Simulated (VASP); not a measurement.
Al2Pt:

```
CELL_PARAMETERS angstrom
0.00000 3.01296 3.01296
3.01296 0.00000 3.01296
3.01296 3.01296 0.00000
ATOMIC_POSITIONS crystal
Pt 0.00000 0.00000 0.00000
Al 0.75000 0.75000 0.75000
Al 0.25000 0.25000 0.25000
```

Base run:

* Program: VASP 6.6.1
* Functional: r2SCAN
* Potentials or basis: VASP PAW PBE potentials, release 64 (Pt, Al)
* Cutoff: 520 eV
* k mesh: 8 × 8 × 8
* Occupations: fermi-dirac, width 0.05 eV
* Spin: no spin polarisation

Its results: band gap on the k mesh zero (band 8 reaches 11.04 eV, above the bottom of band 9 at 5.52 eV); pressure -7.8 GPa.

Q: After a change of settings the same cell gave: band gap on the k mesh zero (band 8 reaches 10.81 eV, above the bottom of band 9 at 5.56 eV); pressure -10.2 GPa. Which change was it?
A. functional from r2SCAN to PBEsol; further incar settings from ALGO = Normal; EDIFF = 1e-07; NBANDS = 15 to ALGO = Normal; EDIFF = 1e-06; NBANDS = 15
B. functional from r2SCAN to LDA; potentials or basis from VASP PAW PBE potentials, release 64 (Pt, Al) to VASP PAW LDA potentials, release 64 (Pt, Al)
C. functional from r2SCAN to PBE; further incar settings from ALGO = Normal; EDIFF = 1e-07; NBANDS = 15 to ALGO = Normal; EDIFF = 1e-06; NBANDS = 15

A: B.

Caveats: spin-orbit coupling is left out, which moves the levels of the heavy elements; the PAW data sets were made with another functional, which shifts forces and pressure a little (some runs).
